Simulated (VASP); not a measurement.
# SrTiO3 (Pm-3m) in VASP: further runs

Aim: see how the results for SrTiO3 move with the level of theory and the settings. Levels: PBE, PBEsol, r2SCAN. Tasks: single point.

All numbers are computed with VASP 6.6.1; they aren't measurements. Logs are shortened: lines on timing, memory, paths and dates and some standing lists are left out, and cuts for length are marked.

### Step 1. The cell of the first run

Symmetry: Pm-3m, No. 221, cubic system. Conventional cell: a = 3.907 Å, b = 3.907 Å, c = 3.907 Å, α = 90.00°, β = 90.00°, γ = 90.00°. Within 3.6 Å of Sr (site symmetry m-3m) lie 12 O at 2.76 Å and 8 Ti at 3.38 Å. Ti (site symmetry m-3m) has 6 O at 1.95 Å within 2.6 Å. O (site symmetry 4/mmm) has 2 Ti at 1.95 Å within 2.6 Å.

### Step 2. Single point, PBE

The input, INCAR:

```
SYSTEM = SrTiO3
PREC     = Accurate       ! precision mode
ENCUT    = 520            ! plane-wave cutoff, eV
EDIFF    = 1E-7           ! SCF threshold, eV
ISMEAR   = -1             ! smearing method
SIGMA    = 0.02           ! smearing width, eV
LREAL    = .FALSE.        ! projectors in reciprocal space
LASPH    = .TRUE.         ! aspherical terms in the spheres
NELM     = 80             ! most SCF steps
ALGO     = Normal         ! electronic algorithm
ISIF     = 2              ! what is computed and relaxed
LWAVE    = .FALSE.        ! write WAVECAR
LCHARG   = .FALSE.        ! write CHGCAR
GGA      = PE             ! functional
NBANDS   = 28             ! bands
```

The input, KPOINTS:

```
regular mesh
0
G
  6 6 6
  0 0 0
```

The input, POSCAR:

```
SrTiO3
1.0
    3.9068515433      0.0000000000      0.0000000000
    0.0000000000      3.9068515433      0.0000000000
    0.0000000000      0.0000000000      3.9068515433
Sr Ti O
1 1 3
Direct
    0.0000000000      0.0000000000      0.0000000000
    0.5000000000      0.5000000000      0.5000000000
    0.5000000000      0.0000000000      0.5000000000
    0.5000000000      0.5000000000      0.0000000000
    0.0000000000      0.5000000000      0.5000000000
```

Potentials or basis: VASP PAW PBE potentials, release 64 (Sr_sv, Ti_sv, O).

On the command line:

```
$ cat potpaw_PBE.64/Sr_sv/POTCAR potpaw_PBE.64/Ti_sv/POTCAR potpaw_PBE.64/O/POTCAR > POTCAR
$ mpirun -np 1 vasp_std > vasp.out
```

OUTCAR:

```text
SYSTEM = SrTiO3
   PREC = Accurate
   ENCUT = 520
   EDIFF = 1E-7
   ISMEAR = -1
   LREAL = .FALSE.
   LASPH = .TRUE.
   NELM = 80
   ISIF = 2
   GGA = PE

 ion  position               nearest neighbor table
   1  0.000  0.000  0.000-   3 2.76   4 2.76   5 2.76   3 2.76   5 2.76   4 2.76   5 2.76   5 2.76
                             3 2.76   4 2.76   3 2.76   4 2.76   2 3.38   2 3.38   2 3.38   2 3.38
   2  0.500  0.500  0.500-   3 1.95   4 1.95   5 1.95   4 1.95   3 1.95   5 1.95   1 3.38   1 3.38
                             1 3.38   1 3.38   1 3.38   1 3.38   1 3.38   1 3.38
   3  0.500  0.000  0.500-   2 1.95   2 1.95   1 2.76   1 2.76   1 2.76   1 2.76
   4  0.500  0.500  0.000-   2 1.95   2 1.95   1 2.76   1 2.76   1 2.76   1 2.76
   5  0.000  0.500  0.500-   2 1.95   2 1.95   1 2.76   1 2.76   1 2.76   1 2.76

  LATTYP: Found a simple cubic cell.
 ALAT       =     3.9068515433

  Lattice vectors:

 A1 = (   3.9068515433,   0.0000000000,   0.0000000000)
 A2 = (   0.0000000000,   3.9068515433,   0.0000000000)
 A3 = (   0.0000000000,   0.0000000000,   3.9068515433)

Analysis of symmetry for initial positions (statically):
=====================================================================
 Subroutine PRICEL returns:
 Original cell was already a primitive cell.

 Routine SETGRP: Setting up the symmetry group for a
 simple cubic supercell.

 Subroutine GETGRP returns: Found 48 space group operations
 (whereof 48 operations were pure point group operations)
 out of a pool of 48 trial point group operations.

The static configuration has the point symmetry O_h .

Analysis of symmetry for dynamics (positions and initial velocities):
=====================================================================
 Subroutine PRICEL returns:
 Original cell was already a primitive cell.

 Routine SETGRP: Setting up the symmetry group for a
 simple cubic supercell.

 Subroutine GETGRP returns: Found 48 space group operations
 (whereof 48 operations were pure point group operations)
 out of a pool of 48 trial point group operations.

The dynamic configuration has the point symmetry O_h .

 Subroutine INISYM returns: Found 48 space group operations
 (whereof 48 operations are pure point group operations),
 and found     1 'primitive' translations

----------------------------------------------------------------------------------------

[... 93 lines left out ...]
   EDIFF  = 0.1E-06   stopping-criterion for ELM
   LREAL  =      F    real-space projection
   EDIFFG = 0.1E-05   stopping-criterion for IOM
   NSW    =      0    number of steps for IOM
   IBRION =     -1    ionic relax: 0-MD 1-quasi-New 2-CG
   NFREE  =      0    steps in history (QN), initial steepest desc. (CG)
   ISIF   =      2    stress and relaxation
   ISYM   =      2    0-nonsym 1-usesym 2-fastsym
   POTIM  = 0.5000    time-step for ionic-motion
   TEBEG  =    0.0;   TEEND  =   0.0 temperature during run
   PSTRESS=    0.0 pullay stress
   NELECT =      40.0000    total number of electrons
   NUPDOWN=      -1.0000    fix difference up-down
   EMIN   =  10.00;   EMAX   =-10.00  energy-range for DOS
   EFERMI =   0.00;   METHOD = LEGACY
   ISMEAR =    -1;   SIGMA  =   0.02  broadening in eV -4-tet -1-fermi 0-gaus
   EFERMI_NEDOS =   21; number of points for ismear=-14 and -15
   IALGO  =     38    algorithm
   IMIX   =      4    mixing-type and parameters
     AMIX     =   0.40;   BMIX     =  1.00
     AMIX_MAG =   1.60;   BMIX_MAG =  1.00
  volume/ion in A,a.u.               =      11.93        80.48
  Fermi-wavevector in a.u.,A,eV,Ry     =   1.433072  2.708113 27.942210  2.053694
  Thomas-Fermi vector in A             =   2.552630
   LORBIT       =      0    0 simple, 1 ext, 2 COOP (PROOUT), +10 PAW based schemes
   GGA     = PE    functional components
   LHFCALC =     F    Hartree Fock is set to
   AEXX    =    0.0000 exact exchange contribution
   IVDW    =     0    specifies the selected vdW correction
   LEPSILON=     F    determine dielectric tensor
   LRPA    =     F    only Hartree local field effects (RPA)
 non-spin polarized calculation
  energy-cutoff  :      520.00
  volume of cell :       59.63
 maximum number of plane-waves:      1640
 NGX is ok and might be reduce to    30
   NGX = 15   NGY = 15   NGZ = 15

 number of electron      40.0000004 magnetization

 Free energy of the ion-electron system (eV)
  ---------------------------------------------------
  ext. energy  EPLUGINS =         0.00000000
  ---------------------------------------------------
  free energy    TOTEN  =       -40.07864463 eV

  energy without entropy =      -40.07864463  energy(sigma->0) =      -40.07864463

 E-fermi :   4.6826     XC(G=0): -11.2634

 val. band max:        4.1540002280   @ k =   0.5000   0.5000   0.5000
 cond. band min:       6.0063506332   @ k =   0.0000   0.0000   0.0000
 fundamental gap:      1.8523504053
 Fermi energy:         4.6825805665

 k-point     1 :       0.0000    0.0000    0.0000
  band No.  band energies     occupation
      1     -52.3178      2.00000
      2     -28.6406      2.00000
      3     -28.5630      2.00000
      4     -28.5630      2.00000
      5     -28.5630      2.00000
      6     -13.2693      2.00000
[... 609 lines left out ...]
     27      12.5140      0.00000
     28      12.5140      0.00000

------------------------ aborting loop because EDIFF is reached ----------------------------------------

  FORCE on cell =-STRESS in cart. coord.  units (eV):
  Direction    XX          YY          ZZ          XY          YZ          ZX
  --------------------------------------------------------------------------------------
  -------------------------------------------------------------------------------------
  Total        1.7523744      1.7523744      1.7523744     -0.0000000     -0.0000000      0.0000000
  in kB       47.0822014     47.0822014     47.0822014     -0.0000000     -0.0000000      0.0000000
  external PRESSURE =      47.0822014 kB  Pullay stress =       0.0000000 kB

 VOLUME and BASIS-vectors are now :
 -----------------------------------------------------------------------------
  energy-cutoff  :      520.00
  volume of cell :       59.63
      direct lattice vectors                 reciprocal lattice vectors
     3.906851543  0.000000000  0.000000000     0.255960583  0.000000000  0.000000000
     0.000000000  3.906851543  0.000000000     0.000000000  0.255960583  0.000000000
     0.000000000  0.000000000  3.906851543     0.000000000  0.000000000  0.255960583

 POSITION                                       TOTAL-FORCE (eV/Angst)
 -----------------------------------------------------------------------------------
      0.00000      0.00000      0.00000         0.000000      0.000000      0.000000
      1.95343      1.95343      1.95343         0.000000      0.000000      0.000000
      1.95343      0.00000      1.95343         0.000000      0.000000      0.000000
      1.95343      1.95343      0.00000         0.000000      0.000000      0.000000
      0.00000      1.95343      1.95343         0.000000      0.000000      0.000000
 -----------------------------------------------------------------------------------
    total drift:                                0.000000      0.000000     -0.000000

  FREE ENERGIE OF THE ION-ELECTRON SYSTEM (eV)
  ---------------------------------------------------
  free  energy   TOTEN  =       -40.0786446269 eV

  energy  without entropy=      -40.0786446269  energy(sigma->0) =      -40.07864463
```

OSZICAR:

```text
N       E                     dE             d eps       ncg     rms          rms(c)
DAV:   1     0.437791697292E+03    0.43779E+03   -0.21697E+04  1120   0.159E+03
DAV:   2    -0.539789432500E+00   -0.43833E+03   -0.41660E+03  1252   0.441E+02
DAV:   3    -0.477995757659E+02   -0.47260E+02   -0.46783E+02  1488   0.140E+02
DAV:   4    -0.503002415013E+02   -0.25007E+01   -0.24951E+01  1704   0.273E+01
DAV:   5    -0.503709837500E+02   -0.70742E-01   -0.70724E-01  1528   0.391E+00    0.266E+01
DAV:   6    -0.401484103127E+02    0.10223E+02   -0.52560E+01  1568   0.645E+01    0.147E+01
DAV:   7    -0.401585437007E+02   -0.10133E-01   -0.75116E+00  1488   0.208E+01    0.109E+01
DAV:   8    -0.401415473189E+02    0.16996E-01   -0.13713E+00  1356   0.123E+01    0.287E+00
DAV:   9    -0.400903635642E+02    0.51184E-01   -0.32095E-01  1452   0.516E+00    0.117E+00
DAV:  10    -0.400843451589E+02    0.60184E-02   -0.93751E-02  1384   0.216E+00    0.694E-01
DAV:  11    -0.400786453400E+02    0.56998E-02   -0.23473E-02  1744   0.142E+00    0.138E-01
DAV:  12    -0.400786649460E+02   -0.19606E-04   -0.13948E-03  1380   0.383E-01    0.120E-01
DAV:  13    -0.400786426120E+02    0.22334E-04   -0.37181E-04  1624   0.144E-01    0.373E-02
DAV:  14    -0.400786506959E+02   -0.80839E-05   -0.10223E-04  1440   0.573E-02    0.282E-02
DAV:  15    -0.400786447298E+02    0.59661E-05   -0.30198E-05  1576   0.509E-02    0.126E-02
DAV:  16    -0.400786445433E+02    0.18650E-06   -0.66635E-06  1296   0.284E-02    0.233E-03
DAV:  17    -0.400786446269E+02   -0.83571E-07   -0.44840E-07  1384   0.490E-03
   1 F= -.40078645E+02 E0= -.40078645E+02  d E =-.869514E-13
```

stdout:

```text
POSCAR found type information on POSCAR SrTiO
 POSCAR found :  3 types and       5 ions
 scaLAPACK will be used
 LDA part: xc-table for (Slater+PW92), standard interpolation
 POSCAR, INCAR and KPOINTS ok, starting setup
 FFT: planning ... GRIDC
 FFT: planning ... GRID_SOFT
 FFT: planning ... GRID
 WAVECAR not read
 entering main loop
```

Wall time 27 s (1 thread of Intel Xeon Platinum 8488C (Sapphire Rapids), shared host); peak memory 0.18 GiB.

What came out:

* Free energy: -40.0786 eV
* Pressure: 4.7 GPa
* Band gap on the k mesh: 1.85 eV, indirect (least direct gap 2.21 eV)

Levels at points of the mesh, in eV from the valence-band top:
| k point | band 16 | band 17 | band 18 | band 19 | band 20 | band 21 | band 22 | band 23 | band 24 | band 25 |
| --- | --- | --- | --- | --- | --- | --- | --- | --- | --- | --- |
| (0.00, 0.00, 0.00) | -1.17 | -1.17 | -0.36 | -0.36 | -0.36 | 1.85 | 1.85 | 1.85 | 4.29 | 4.29 |
| (0.50, 0.00, 0.00) | -2.35 | -2.35 | -1.98 | -0.73 | -0.73 | 2.02 | 3.77 | 3.77 | 4.31 | 6.51 |
| (0.50, 0.50, 0.00) | -2.85 | -1.72 | -1.57 | -1.57 | -0.09 | 3.78 | 3.78 | 4.23 | 5.27 | 7.88 |
| (0.50, 0.50, 0.50) | -3.73 | -3.73 | 0.00 | 0.00 | 0.00 | 4.45 | 4.45 | 4.45 | 6.94 | 6.94 |

A k mesh can miss the band edges.

(Continued in part 2 of 2.)
